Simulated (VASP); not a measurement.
Crystal: InP.

```
In P
1.0
     0.00000    2.93050    2.93050
     2.93050    0.00000    2.93050
     2.93050    2.93050    0.00000
In P
1 1
Direct
  0.00000 0.00000 0.00000
  0.75000 0.75000 0.75000
```

Base run:

- Program: VASP 6.6.1
- Functional: PBE
- Potentials or basis: VASP PAW PBE potentials, release 64 (In_d, P)
- Cutoff: 520 eV
- k mesh: 11 × 11 × 11
- Occupations: fermi-dirac, width 0.03 eV
- Spin: no spin polarisation

Its results: band gap on the k mesh 0.71 eV, direct; pressure 3.3 GPa.

The run is repeated on the same cell with these changes: functional from PBE to PBEsol. What comes out?

Band gap on the k mesh 0.62 eV, direct; pressure 0.6 GPa.

PBEsol binds more tightly than PBE, so the same cell stands under less pressure.

Caveats: spin-orbit coupling is left out, which moves the levels of the heavy elements; the PAW data sets were made with another functional, which shifts forces and pressure a little (some runs).

